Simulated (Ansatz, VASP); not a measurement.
## Au in VASP and in Ansatz

```
Au
1.0
     0.00000    2.08564    2.08564
     2.08564    0.00000    2.08564
     2.08564    2.08564    0.00000
Au
1
Direct
  0.00000 0.00000 0.00000
```

Alike in both runs: task relaxation of cell and atoms; functional PBEsol; k mesh 8 × 8 × 8; occupations gaussian, width 0.1 eV; no spin polarisation.

|  | VASP | Ansatz |
| --- | --- | --- |
| version | VASP 6.6.1 | Ansatz 0.2.0 |
| potentials or method | VASP PAW PBE potentials, release 64 (Au), cutoff 500 eV | scalar-relativistic, plane waves, PAW |
| valence electrons in the cell | 11 | 19 |

```tsv
	VASP	Ansatz	Ansatz less VASP
gap on the k mesh at the Fermi level, each at its own relaxed structure (eV)	none	none	-
relaxed volume (Å³/atom)	17.11	17.08	-0.026
relaxed cell length with the largest relative difference (Å)	2.892	2.891	-0.0015
```

VASP's potentials were made for PBE, not for PBEsol. A gap of «none» marks a metal or a gap that the smearing closes. VASP's potentials hold 11 valence electrons a cell and Ansatz's 19, so a difference there can come from the potentials and not from the codes.

Neither program's run includes spin-orbit coupling.
